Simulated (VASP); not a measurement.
# HfN (Fm-3m) in VASP: further runs

Runs on HfN. Level: PBEsol. Tasks: single point.

All numbers are computed with VASP 6.6.1; they aren't measurements. Logs are shortened: lines on timing, memory, paths and dates and some standing lists are left out, and cuts for length are marked.

## (1) The cell of the first run

Symmetry: Fm-3m, No. 225, cubic system. The conventional cell has a = 4.518 Å, b = 4.518 Å, c = 4.518 Å, α = 90.00°, β = 90.00°, γ = 90.00°. Within 3.0 Å of Hf (site symmetry m-3m) lie 6 N at 2.26 Å. N (site symmetry m-3m) has 6 Hf at 2.26 Å within 3.0 Å.

## (2) Single point, PBEsol

INCAR

```
PREC = Accurate
ENCUT = 520
EDIFF = 1E-6
ISMEAR = 0
SIGMA = 0.15
LREAL = False
LASPH = True
NELM = 60
ALGO = Normal
ISIF = 2
LWAVE = False
LCHARG = False
GGA = PS
NBANDS = 14
```

KPOINTS

```
regular mesh
0
Gamma
  18 18 18
```

POSCAR

```
HfN
1.0
    0.0000000000      2.2590000000      2.2590000000
    2.2590000000      0.0000000000      2.2590000000
    2.2590000000      2.2590000000      0.0000000000
Hf N
1 1
Direct
    0.0000000000      0.0000000000      0.0000000000
    0.5000000000      0.5000000000      0.5000000000
```

Potentials or basis: VASP PAW PBE potentials, release 64 (Hf_pv, N).

Run with:

```console
cat potpaw_PBE.64/Hf_pv/POTCAR potpaw_PBE.64/N/POTCAR > POTCAR
mpirun -np 1 vasp_std > vasp.out
```

OUTCAR:

```text
PREC = Accurate
   ENCUT = 520
   EDIFF = 1E-6
   ISMEAR = 0
   LREAL = False
   LASPH = True
   NELM = 60
   ISIF = 2
   GGA = PS

 ion  position               nearest neighbor table
   1  0.000  0.000  0.000-   2 2.26   2 2.26   2 2.26   2 2.26   2 2.26   2 2.26
   2  0.500  0.500  0.500-   1 2.26   1 2.26   1 2.26   1 2.26   1 2.26   1 2.26

  LATTYP: Found a face centered cubic cell.
 ALAT       =     4.5180000000

  Lattice vectors:

 A1 = (   0.0000000000,   2.2590000000,   2.2590000000)
 A2 = (   2.2590000000,   0.0000000000,   2.2590000000)
 A3 = (   2.2590000000,   2.2590000000,   0.0000000000)

Analysis of symmetry for initial positions (statically):
=====================================================================
 Subroutine PRICEL returns:
 Original cell was already a primitive cell.

 Routine SETGRP: Setting up the symmetry group for a
 face centered cubic supercell.

 Subroutine GETGRP returns: Found 48 space group operations
 (whereof 48 operations were pure point group operations)
 out of a pool of 48 trial point group operations.

The static configuration has the point symmetry O_h .

Analysis of symmetry for dynamics (positions and initial velocities):
=====================================================================
 Subroutine PRICEL returns:
 Original cell was already a primitive cell.

 Routine SETGRP: Setting up the symmetry group for a
 face centered cubic supercell.

 Subroutine GETGRP returns: Found 48 space group operations
 (whereof 48 operations were pure point group operations)
 out of a pool of 48 trial point group operations.

The dynamic configuration has the point symmetry O_h .

 Subroutine INISYM returns: Found 48 space group operations
 (whereof 48 operations are pure point group operations),
 and found     1 'primitive' translations

----------------------------------------------------------------------------------------

                                     Primitive cell

  volume of cell :      23.0557

  direct lattice vectors                    reciprocal lattice vectors
     0.000000000  2.259000000  2.259000000    -0.221336875  0.221336875  0.221336875
     2.259000000  0.000000000  2.259000000     0.221336875 -0.221336875  0.221336875
     2.259000000  2.259000000  0.000000000     0.221336875  0.221336875 -0.221336875

  length of vectors
     3.194708437  3.194708437  3.194708437     0.383366713  0.383366713  0.383366713

  position of ions in fractional coordinates (direct lattice)
     0.000000000  0.000000000  0.000000000
     0.500000000  0.500000000  0.500000000

  ion indices of the primitive-cell ions
   primitive index   ion index
                 1           1
                 2           2

----------------------------------------------------------------------------------------

 KPOINTS: regular mesh

Automatic generation of k-mesh.
 Grid dimensions read from file:
 generate k-points for:   18   18   18

 Generating k-lattice:

  Cartesian coordinates                     Fractional coordinates (reciprocal lattice)
    -0.012296493  0.012296493  0.012296493     0.055555556  0.000000000  0.000000000
     0.012296493 -0.012296493  0.012296493     0.000000000  0.055555556  0.000000000
     0.012296493  0.012296493 -0.012296493     0.000000000  0.000000000  0.055555556

  Length of vectors
     0.021298151  0.021298151  0.021298151

  Shift w.r.t. Gamma in fractional coordinates (k-lattice)
     0.000000000  0.000000000  0.000000000

 Subroutine IBZKPT returns following result:
 ===========================================

 Found    195 irreducible k-points:

 Following reciprocal coordinates:
            Coordinates               Weight
  0.000000  0.000000  0.000000      1.000000
  0.055556  0.000000  0.000000      8.000000
  0.111111  0.000000  0.000000      8.000000
  0.166667  0.000000  0.000000      8.000000
  0.222222  0.000000  0.000000      8.000000
  0.277778  0.000000  0.000000      8.000000
[... 16 lines left out ...]
 -0.277778  0.055556  0.000000     24.000000
 -0.222222  0.055556  0.000000     24.000000
 [... further k-points ...]
   k-points           NKPTS =    195   k-points in BZ     NKDIM =    195   number of bands    NBANDS=     14
   number of dos      NEDOS =    301   number of ions     NIONS =      2
   total plane-waves  NPLWV =  13824
   dimension x,y,z NGX =    24 NGY =   24 NGZ =   24
   dimension x,y,z NGXF=    48 NGYF=   48 NGZF=   48
   ions per type =               1   1
   NGX,Y,Z   is equivalent  to a cutoff of  12.49, 12.49, 12.49 a.u.
   NGXF,Y,Z  is equivalent  to a cutoff of  24.98, 24.98, 24.98 a.u.
 SYSTEM =  unknown system
   PREC   = accura    normal or accurate (medium, high low for compatibility)
   ISTART =      0    job   : 0-new  1-cont  2-samecut
   ICHARG =      2    charge: 1-file 2-atom 10-const
   ISPIN  =      1    spin polarized calculation?
   LNONCOLLINEAR =      F non collinear calculations
   LSORBIT =      F    spin-orbit coupling
   LASPH  =      T    aspherical Exc in radial PAW
   ENCUT  =  520.0 eV  38.22 Ry    6.18 a.u.   5.94  5.94  5.94*2*pi/ulx,y,z
   NELM   =     60;   NELMIN=  2; NELMDL= -5     # of ELM steps
   EDIFF  = 0.1E-05   stopping-criterion for ELM
   LREAL  =      F    real-space projection
   EDIFFG = 0.1E-04   stopping-criterion for IOM
   NSW    =      0    number of steps for IOM
   IBRION =     -1    ionic relax: 0-MD 1-quasi-New 2-CG
   NFREE  =      0    steps in history (QN), initial steepest desc. (CG)
   ISIF   =      2    stress and relaxation
   ISYM   =      2    0-nonsym 1-usesym 2-fastsym
   POTIM  = 0.5000    time-step for ionic-motion
   TEBEG  =    0.0;   TEEND  =   0.0 temperature during run
   PSTRESS=    0.0 pullay stress
   NELECT =      15.0000    total number of electrons
   NUPDOWN=      -1.0000    fix difference up-down
   EMIN   =  10.00;   EMAX   =-10.00  energy-range for DOS
   EFERMI =   0.00;   METHOD = LEGACY
   ISMEAR =     0;   SIGMA  =   0.15  broadening in eV -4-tet -1-fermi 0-gaus
   EFERMI_NEDOS =   21; number of points for ismear=-14 and -15
   IALGO  =     38    algorithm
   IMIX   =      4    mixing-type and parameters
     AMIX     =   0.40;   BMIX     =  1.00
     AMIX_MAG =   1.60;   BMIX_MAG =  1.00
  volume/ion in A,a.u.               =      11.53        77.79
  Fermi-wavevector in a.u.,A,eV,Ry     =   1.418553  2.680677 27.378918  2.012294
  Thomas-Fermi vector in A             =   2.539667
   LORBIT       =      0    0 simple, 1 ext, 2 COOP (PROOUT), +10 PAW based schemes
   GGA     = PS    functional components
   LHFCALC =     F    Hartree Fock is set to
   AEXX    =    0.0000 exact exchange contribution
   IVDW    =     0    specifies the selected vdW correction
   LEPSILON=     F    determine dielectric tensor
   LRPA    =     F    only Hartree local field effects (RPA)
 non-spin polarized calculation
 Gauss-broadening in eV      SIGMA  =   0.15
  energy-cutoff  :      520.00
  volume of cell :       23.06
 maximum number of plane-waves:       636
   NGX = 11   NGY = 11   NGZ = 11

 number of electron      15.0000000 magnetization

 Free energy of the ion-electron system (eV)
  ---------------------------------------------------
  ext. energy  EPLUGINS =         0.00000000
  ---------------------------------------------------
  free energy    TOTEN  =       -22.98923058 eV

  energy without entropy =      -22.98193623  energy(sigma->0) =      -22.98558341

 E-fermi :   8.1854     XC(G=0): -12.8939

 val. band max:        8.1647417028   @ k =   0.4444   0.2222   0.1111
 cond. band min:       8.1989955227   @ k =  -0.1111   0.0556   0.0000
 fundamental gap:      0.0342538199
 Fermi energy:         8.1854379819

 k-point     1 :       0.0000    0.0000    0.0000
  band No.  band energies     occupation
      1     -22.8617      2.00000
      2     -22.8617      2.00000
      3     -22.8617      2.00000
      4      -9.2402      2.00000
      5       5.2141      2.00000
      6       5.2141      2.00000
      7       5.2141      2.00000
      8       7.8277      1.99926
      9       7.8277      1.99926
     10       7.8277      1.99926
     11      10.0096      0.00000
     12      10.1424      0.00000
     13      10.1424      0.00000
     14      17.7369      0.00000

 k-point     2 :       0.0556    0.0000    0.0000
  band No.  band energies     occupation
      1     -22.8941      2.00000
      2     -22.8644      2.00000
      3     -22.8644      2.00000
      4      -9.1674      2.00000
      5       4.8812      2.00000
      6       5.0214      2.00000
      7       5.0214      2.00000
      8       7.9236      1.98642
      9       7.9367      1.98099
     10       7.9367      1.98099
     11      10.2440      0.00000
     12      10.3887      0.00000
     13      10.3887      0.00000
     14      17.9821      0.00000

 k-point     3 :       0.1111    0.0000    0.0000
  band No.  band energies     occupation
      1     -22.9860      2.00000
      2     -22.8721      2.00000
      3     -22.8721      2.00000
      4      -8.9565      2.00000
      5       4.1067      2.00000
      6       4.5568      2.00000
      7       4.5568      2.00000
      8       8.0957      1.60259
      9       8.2263      0.69993
     10       8.2263      0.69993
     11      10.8584      0.00000
     12      11.0446      0.00000
     13      11.0446      0.00000
     14      18.6751      0.00000

 k-point     4 :       0.1667    0.0000    0.0000
  band No.  band energies     occupation
      1     -23.1234      2.00000
      2     -22.8839      2.00000
      3     -22.8839      2.00000
      4      -8.6280      2.00000
      5       3.1726      2.00000
      6       3.9958      2.00000
      7       3.9958      2.00000
      8       8.2936      0.30803
      9       8.6566      0.00001
     10       8.6566      0.00001
     11      11.6630      0.00000
     12      11.9537      0.00000
     13      11.9537      0.00000
     14      19.6860      0.00000

 k-point     5 :       0.2222    0.0000    0.0000
  band No.  band energies     occupation
      1     -23.2863      2.00000
      2     -22.8982      2.00000
      3     -22.8982      2.00000
      4      -8.2130      2.00000
      5       2.2193      2.00000
      6       3.4440      2.00000
      7       3.4440      2.00000
      8       8.5703      0.00028
      9       9.2089      0.00000
     10       9.2089      0.00000
     11      12.4899      0.00000
[... 276 lines left out ...]
 k-point    22 :      -0.3333    0.0556    0.0000
  band No.  band energies     occupation
      1     -23.6437      2.00000
      2     -22.9642      2.00000
      3     -22.9234      2.00000
      4      -7.1410      2.00000
      5       0.3035      2.00000
      6       2.3578      2.00000
      7       2.5927      2.00000
      8       9.5833      0.00000
      9      10.4859      0.00000
     10      11.3334      0.00000
     11      13.5170      0.00000
     12      15.0496      0.00000
     13      15.9241      0.00000
     14      20.3349      0.00000

 k-point    23 :      -0.2778    0.0556    0.0000
  band No.  band energies     occupation
      1     -23.5043      2.00000
      2     -22.9522      2.00000
      3     -22.9070      2.00000
      4      -7.5774      2.00000
      5       1.0092      2.00000
      6       2.6768      2.00000
      7       2.9878      2.00000
      8       9.0170      0.00000
      9       9.7828      0.00000
     10      10.6918      0.00000
     11      13.0179      0.00000
     12      14.2418      0.00000
     13      14.9823      0.00000
     14      20.4244      0.00000

 k-point    24 :      -0.2222    0.0556    0.0000
  band No.  band energies     occupation
      1     -23.3447      2.00000
      2     -22.9364      2.00000
      3     -22.8911      2.00000
      4      -8.0305      2.00000
      5       1.8256      2.00000
      6       3.0962      2.00000
      7       3.4679      2.00000
      8       8.6016      0.00009
      9       9.1376      0.00000
     10      10.0061      0.00000
     11      12.1789      0.00000
     12      13.4304      0.00000
     13      13.9385      0.00000
     14      20.4449      0.00000

 [... further k-points ...]
[... 5 lines left out ...]
  --------------------------------------------------------------------------------------
  -------------------------------------------------------------------------------------
  Total       -0.7450612     -0.7450612     -0.7450612      0.0000000      0.0000000      0.0000000
  in kB      -51.7754467    -51.7754467    -51.7754467      0.0000000      0.0000000      0.0000000
  external PRESSURE =     -51.7754467 kB  Pullay stress =       0.0000000 kB

 VOLUME and BASIS-vectors are now :
 -----------------------------------------------------------------------------
  energy-cutoff  :      520.00
  volume of cell :       23.06
      direct lattice vectors                 reciprocal lattice vectors
     0.000000000  2.259000000  2.259000000    -0.221336875  0.221336875  0.221336875
     2.259000000  0.000000000  2.259000000     0.221336875 -0.221336875  0.221336875
     2.259000000  2.259000000  0.000000000     0.221336875  0.221336875 -0.221336875

 POSITION                                       TOTAL-FORCE (eV/Angst)
 -----------------------------------------------------------------------------------
      0.00000      0.00000      0.00000         0.000000     -0.000000      0.000000
      2.25900      2.25900      2.25900        -0.000000      0.000000     -0.000000
 -----------------------------------------------------------------------------------
    total drift:                                0.000000     -0.000000     -0.000000

  FREE ENERGIE OF THE ION-ELECTRON SYSTEM (eV)
  ---------------------------------------------------
  free  energy   TOTEN  =       -22.9892305849 eV

  energy  without entropy=      -22.9819362344  energy(sigma->0) =      -22.98558341
```

It took 23 s on 1 thread of Intel Xeon Platinum 8488C (Sapphire Rapids), shared host; peak memory 0.19 GiB.

Results:

```yaml
Free_energy: -22.9892 eV
Pressure: -5.2 GPa
```

Caveat: the PAW data sets were made with another functional, which shifts forces and pressure a little; spin-orbit coupling is left out, which moves the levels of the heavy elements.

## (3) Single point, PBEsol

INCAR

```
ALGO = Normal
EDIFF = 1E-6
ENCUT = 520
GGA = PS
ISIF = 2
ISMEAR = 0
LASPH = True
LCHARG = False
LREAL = False
LWAVE = False
NBANDS = 14
NELM = 100
PREC = Accurate
SIGMA = 0.15
```

KPOINTS

```
k-points
0
Gamma
  20 20 20
```

POSCAR is that of step 2.

Potentials or basis: VASP PAW PBE potentials, release 64 (Hf_pv, N).

Run with:

```console
cat potpaw_PBE.64/Hf_pv/POTCAR potpaw_PBE.64/N/POTCAR > POTCAR
mpirun -np 1 vasp_std > vasp.out
```

It took 29 s on 1 thread of Intel Xeon Platinum 8488C (Sapphire Rapids), shared host; peak memory 0.21 GiB.

The run converged. Its results:

```
Free energy : -22.9892 eV
Pressure    : -5.2 GPa
```

Levels at points of the mesh, in eV from the Fermi level:
```tsv
k point	band 3	band 4	band 5	band 6	band 7	band 8	band 9	band 10	band 11	band 12
(0.00, 0.00, 0.00)	-31.08	-17.46	-3.00	-3.00	-3.00	-0.39	-0.39	-0.39	1.79	1.93
(0.50, 0.00, 0.00)	-31.16	-14.68	-8.92	-6.19	-6.19	3.28	3.70	3.70	4.39	8.85
(0.50, 0.50, 0.00)	-31.39	-16.34	-5.41	-3.86	-3.67	-3.67	4.07	5.53	5.53	5.59
```

Caveat: the PAW data sets were made with another functional, which shifts forces and pressure a little; spin-orbit coupling is left out, which moves the levels of the heavy elements.
